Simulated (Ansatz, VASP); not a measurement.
# V: VASP beside Ansatz

```xyz
1
Lattice="-1.4992 1.4992 1.4992 1.4992 -1.4992 1.4992 1.4992 1.4992 -1.4992" Properties=species:S:1:pos:R:3 pbc="T T T"
V     0.0000    0.0000    0.0000
```

Change from the starting cell: volume scaled by 1, crystal datasets.

Alike in both runs: task single point; functional PBE; k mesh 18 × 18 × 18; occupations fermi-dirac, width 0.1 eV; no spin polarisation.

|  | VASP | Ansatz |
| --- | --- | --- |
| version | VASP 6.6.1 | Ansatz 0.2.0 |
| potentials or method | VASP PAW PBE potentials, release 64 (V_sv), cutoff 520 eV | all-electron PAW with datasets made for the crystal, scalar-relativistic |

Ansatz gave:

* pressure (GPa): -0.1

**Question.** Estimate VASP's values.

**Answer.** Pressure (GPa): 0.2.

Ansatz ran all-electron here, and VASP with PAW potentials.
